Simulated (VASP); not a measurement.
# C (P1) in VASP: single point with HSE06

Aim: the single point of C with HSE06.

Everything below comes from runs of VASP 6.6.1. Logs are shortened: lines on timing, memory, paths and dates and some standing lists are left out, and cuts for length are marked.

## 1. The cell of the first run

The typed cell holds 7 atoms: a = 3.570 Å, b = 3.570 Å, c = 3.570 Å, α = 90.00°, β = 90.00°, γ = 90.00°.

## 2. Single point, HSE06

POSCAR

```
C
1.0
    3.5700000000      0.0000000000      0.0000000000
    0.0000000000      3.5700000000      0.0000000000
    0.0000000000      0.0000000000      3.5700000000
C
7
Direct
    0.1373300000      0.5687400000      0.7314100000
    0.6395000000      0.0699500000      0.7270600000
    0.6363400000      0.5724900000      0.2290000000
    0.3851400000      0.3214900000      0.4826500000
    0.3887300000      0.8189400000      0.9784300000
    0.8846200000      0.3202000000      0.9805200000
    0.8877700000      0.8217500000      0.4768200000
```

INCAR.step1

```
PREC = Accurate
ENCUT = 520
EDIFF = 1E-5
ISMEAR = 0
SIGMA = 0.01
LREAL = False
LASPH = True
NELM = 120
ALGO = Normal
ISIF = 2
LWAVE = True
LCHARG = False
GGA = PE
NBANDS = 23
GGA_COMPAT = False
```

INCAR.step2

```
PREC = Accurate
ENCUT = 520
EDIFF = 1E-6
ISMEAR = 0
SIGMA = 0.01
LREAL = False
LASPH = True
NELM = 120
ALGO = Normal
ISIF = 2
LWAVE = False
LCHARG = False
GGA = PE
LHFCALC = True
HFSCREEN = 0.2079
PRECFOCK = Normal
ISTART = 1
NBANDS = 23
GGA_COMPAT = False
```

KPOINTS

```
regular mesh
0
Gamma
  1 1 1
```

Potentials or basis: VASP PAW PBE potentials, release 64 (C).

On the command line:

```
> cat potpaw_PBE.64/C/POTCAR > POTCAR
> cp INCAR.step1 INCAR
> mpirun -np 1 vasp_gam > vasp.out
> cp INCAR.step2 INCAR
> mpirun -np 1 vasp_gam > vasp.out
```

OUTCAR:

```text
PREC = Accurate
   ENCUT = 520
   EDIFF = 1E-6
   ISMEAR = 0
   LREAL = False
   LASPH = True
   NELM = 120
   ISIF = 2
   GGA = PE
   LHFCALC = True
   HFSCREEN = 0.2079
   PRECFOCK = Normal
   ISTART = 1

 ion  position               nearest neighbor table
   1  0.137  0.569  0.731-   4 1.53   5 1.54   6 1.55   7 1.56
   2  0.639  0.070  0.727-   7 1.54   6 1.54   4 1.55   5 1.55
   3  0.636  0.572  0.229-   5 1.53   7 1.54   6 1.54   4 1.56
   4  0.385  0.321  0.483-   1 1.53   2 1.55   3 1.56
   5  0.389  0.819  0.978-   3 1.53   1 1.54   2 1.55
   6  0.885  0.320  0.981-   2 1.54   3 1.54   1 1.55
   7  0.888  0.822  0.477-   2 1.54   3 1.54   1 1.56

  LATTYP: Found a simple cubic cell.
 ALAT       =     3.5700000000

  Lattice vectors:

 A1 = (   3.5700000000,   0.0000000000,   0.0000000000)
 A2 = (   0.0000000000,   3.5700000000,   0.0000000000)
 A3 = (   0.0000000000,   0.0000000000,   3.5700000000)

Analysis of symmetry for initial positions (statically):
=====================================================================
 Subroutine PRICEL returns:
 Original cell was already a primitive cell.

 Routine SETGRP: Setting up the symmetry group for a
 simple cubic supercell.

 Subroutine GETGRP returns: Found  1 space group operations
 (whereof  1 operations were pure point group operations)
 out of a pool of 48 trial point group operations.

The static configuration has the point symmetry C_1 .

Analysis of symmetry for dynamics (positions and initial velocities):
=====================================================================
 Subroutine PRICEL returns:
 Original cell was already a primitive cell.

 Routine SETGRP: Setting up the symmetry group for a
 simple cubic supercell.

 Subroutine GETGRP returns: Found  1 space group operations
 (whereof  1 operations were pure point group operations)
 out of a pool of 48 trial point group operations.

The dynamic configuration has the point symmetry C_1 .

 Subroutine INISYM returns: Found  1 space group operations
 (whereof  1 operations are pure point group operations),
 and found     1 'primitive' translations

----------------------------------------------------------------------------------------

                                     Primitive cell

  volume of cell :      45.4993

  direct lattice vectors                    reciprocal lattice vectors
     3.570000000  0.000000000  0.000000000     0.280112045  0.000000000  0.000000000
     0.000000000  3.570000000  0.000000000     0.000000000  0.280112045  0.000000000
     0.000000000  0.000000000  3.570000000     0.000000000  0.000000000  0.280112045

  length of vectors
     3.570000000  3.570000000  3.570000000     0.280112045  0.280112045  0.280112045

  position of ions in fractional coordinates (direct lattice)
     0.137330000  0.568740000  0.731410000
     0.639500000  0.069950000  0.727060000
     0.636340000  0.572490000  0.229000000
     0.385140000  0.321490000  0.482650000
     0.388730000  0.818940000  0.978430000
     0.884620000  0.320200000  0.980520000
     0.887770000  0.821750000  0.476820000

  ion indices of the primitive-cell ions
   primitive index   ion index
                 1           1
                 2           2
                 3           3
                 4           4
                 5           5
                 6           6
                 7           7

----------------------------------------------------------------------------------------

 KPOINTS: regular mesh

Automatic generation of k-mesh.
 Grid dimensions read from file:
 generate k-points for:    1    1    1

 Generating k-lattice:

  Cartesian coordinates                     Fractional coordinates (reciprocal lattice)
     0.280112045  0.000000000  0.000000000     1.000000000  0.000000000  0.000000000
     0.000000000  0.280112045  0.000000000     0.000000000  1.000000000  0.000000000
     0.000000000  0.000000000  0.280112045     0.000000000  0.000000000  1.000000000

  Length of vectors
     0.280112045  0.280112045  0.280112045

  Shift w.r.t. Gamma in fractional coordinates (k-lattice)
     0.000000000  0.000000000  0.000000000

 Subroutine IBZKPT returns following result:
 ===========================================

 Found      1 irreducible k-points:

 Following reciprocal coordinates:
            Coordinates               Weight
  0.000000  0.000000  0.000000      1.000000
   k-points           NKPTS =      1   k-points in BZ     NKDIM =      1   number of bands    NBANDS=     23
   number of dos      NEDOS =    301   number of ions     NIONS =      7
   total plane-waves  NPLWV =  21952
   dimension x,y,z NGX =    28 NGY =   28 NGZ =   28
   dimension x,y,z NGXF=    56 NGYF=   56 NGZF=   56
   ions per type =               7
   NGX,Y,Z   is equivalent  to a cutoff of  13.04, 13.04, 13.04 a.u.
   NGXF,Y,Z  is equivalent  to a cutoff of  26.08, 26.08, 26.08 a.u.
 SYSTEM =  unknown system
   PREC   = accura    normal or accurate (medium, high low for compatibility)
   ISTART =      1    job   : 0-new  1-cont  2-samecut
   ICHARG =      0    charge: 1-file 2-atom 10-const
   ISPIN  =      1    spin polarized calculation?
   LNONCOLLINEAR =      F non collinear calculations
   LSORBIT =      F    spin-orbit coupling
   LASPH  =      T    aspherical Exc in radial PAW
   ENCUT  =  520.0 eV  38.22 Ry    6.18 a.u.   6.64  6.64  6.64*2*pi/ulx,y,z
   NELM   =    120;   NELMIN=  2; NELMDL=  0     # of ELM steps
   EDIFF  = 0.1E-05   stopping-criterion for ELM
   LREAL  =      F    real-space projection
   EDIFFG = 0.1E-04   stopping-criterion for IOM
   NSW    =      0    number of steps for IOM
   IBRION =     -1    ionic relax: 0-MD 1-quasi-New 2-CG
   NFREE  =      0    steps in history (QN), initial steepest desc. (CG)
   ISIF   =      2    stress and relaxation
   ISYM   =      3    0-nonsym 1-usesym 2-fastsym
   POTIM  = 0.5000    time-step for ionic-motion
   TEBEG  =    0.0;   TEEND  =   0.0 temperature during run
   PSTRESS=    0.0 pullay stress
   NELECT =      28.0000    total number of electrons
   NUPDOWN=      -1.0000    fix difference up-down
   EMIN   =  10.00;   EMAX   =-10.00  energy-range for DOS
   EFERMI =   0.00;   METHOD = LEGACY
   ISMEAR =     0;   SIGMA  =   0.01  broadening in eV -4-tet -1-fermi 0-gaus
   EFERMI_NEDOS =   21; number of points for ismear=-14 and -15
   IALGO  =     38    algorithm
   IMIX   =      1    mixing-type and parameters
     AMIX     =   0.40;   BMIX     =  1.00
     AMIX_MAG =   1.60;   BMIX_MAG =  1.00
  volume/ion in A,a.u.               =       6.50        43.86
  Fermi-wavevector in a.u.,A,eV,Ry     =   1.392492  2.631428 26.382149  1.939033
  Thomas-Fermi vector in A             =   2.516229
   LORBIT       =      0    0 simple, 1 ext, 2 COOP (PROOUT), +10 PAW based schemes
   GGA     = PE    functional components
   LHFCALC =     T    Hartree Fock is set to
   PRECFOCK=normal    Normal, Fast or Accurate (Low or Medium for compatibility)
   ENCUT4O =  -1.0   cutoff for four orbital integrals eV
   NKREDX  =     1    reduce k-point grid by
   NKREDY  =     1    reduce k-point grid by
   NKREDZ  =     1    reduce k-point grid by
   AEXX    =    0.2500 exact exchange contribution
   HFSCREEN=    0.2079 screening length (either q_TF or 0.3 A-1)
   HFSCREENC=   0.2079 screening length for correlation (either q_TF or 0.3 A-1)
   ENCUTFOCK=  -1.0 apply spherical cutoff to Coloumb kernel
   IVDW    =     0    specifies the selected vdW correction
   LEPSILON=     F    determine dielectric tensor
   LRPA    =     F    only Hartree local field effects (RPA)
 non-spin polarized calculation
 Gauss-broadening in eV      SIGMA  =   0.01
  energy-cutoff  :      520.00
  volume of cell :       45.50
 maximum number of plane-waves:       619
 NGX is ok and might be reduce to    28
  NGX = 20; NGY = 20; NGZ = 20

 number of electron      27.9999999 magnetization

 Free energy of the ion-electron system (eV)
  ---------------------------------------------------
  ext. energy  EPLUGINS =         0.00000000
  ---------------------------------------------------
  free energy    TOTEN  =       -60.35721378 eV

  energy without entropy =      -60.35721378  energy(sigma->0) =      -60.35721378

 E-fermi :  10.3950     XC(G=0): -10.2095

 val. band max:       10.3391973901   @ k =   0.0000   0.0000   0.0000
 cond. band min:      12.0526700516   @ k =   0.0000   0.0000   0.0000
 fundamental gap:      1.7134726615
 Fermi energy:        10.3950019946

 k-point     1 :       0.0000    0.0000    0.0000
  band No.  band energies     occupation
      1     -14.8796      2.00000
      2      -6.5338      2.00000
      3      -6.5259      2.00000
      4      -5.7003      2.00000
      5      -5.5652      2.00000
      6      -5.5499      2.00000
[... 15 lines left out ...]
     22      17.3565      0.00000
     23      18.2819      0.00000

------------------------ aborting loop because EDIFF is reached ----------------------------------------

  FORCE on cell =-STRESS in cart. coord.  units (eV):
  Direction    XX          YY          ZZ          XY          YZ          ZX
  --------------------------------------------------------------------------------------
  -------------------------------------------------------------------------------------
  Total       -6.3018650     -6.3674370     12.4107833     -0.2392345      1.2471033     -0.3063686
  in kB     -221.9090595   -224.2180608    437.0238389     -8.4242219     43.9145435    -10.7882294
  external PRESSURE =      -3.0344272 kB  Pullay stress =       0.0000000 kB

 VOLUME and BASIS-vectors are now :
 -----------------------------------------------------------------------------
  energy-cutoff  :      520.00
  volume of cell :       45.50
      direct lattice vectors                 reciprocal lattice vectors
     3.570000000  0.000000000  0.000000000     0.280112045  0.000000000  0.000000000
     0.000000000  3.570000000  0.000000000     0.000000000  0.280112045  0.000000000
     0.000000000  0.000000000  3.570000000     0.000000000  0.000000000  0.280112045

 POSITION                                       TOTAL-FORCE (eV/Angst)
 -----------------------------------------------------------------------------------
      0.49027      2.03040      2.61113         0.266595      0.142434      0.015063
      2.28301      0.24972      2.59560        -0.089734     -0.080865      0.257682
      2.27173      2.04379      0.81753         0.227263     -0.140980      0.160300
      1.37495      1.14772      1.72306         3.018187      3.277564      4.391832
      1.38777      2.92362      3.49300         3.381952     -3.126416     -4.631936
      3.15809      1.14311      3.50046        -3.549441      3.372659     -4.610145
      3.16934      2.93365      1.70225        -3.254822     -3.444395      4.417203
 -----------------------------------------------------------------------------------
    total drift:                                0.001680     -0.001736      0.000020

  FREE ENERGIE OF THE ION-ELECTRON SYSTEM (eV)
  ---------------------------------------------------
  free  energy   TOTEN  =       -60.3572137765 eV

  energy  without entropy=      -60.3572137765  energy(sigma->0) =      -60.35721378
```

Run time: 45 s. Hardware: 1 thread of AMD EPYC 7R13, shared host; peak memory 0.24 GiB.

What came out:

```
Free energy   : -60.3572 eV
Pressure      : -0.3 GPa
Largest force : 6.725 eV/Å
```

Forces on the atoms (eV/Å):
```
C    0.267  0.142  0.015
C   -0.090 -0.081  0.258
C    0.227 -0.141  0.160
C    3.018  3.278  4.392
C    3.382 -3.126 -4.632
C   -3.549  3.373 -4.610
C   -3.255 -3.444  4.417
```

Stress tensor (GPa, compression positive):
```
-22.19  -0.84  -1.08
 -0.84 -22.42   4.39
 -1.08   4.39  43.70
```

Caveat: the k points lie up to 1.76 Å⁻¹ apart, too coarse for converged energies, forces and pressures; the PAW data sets were made with another functional, which shifts forces and pressure a little.
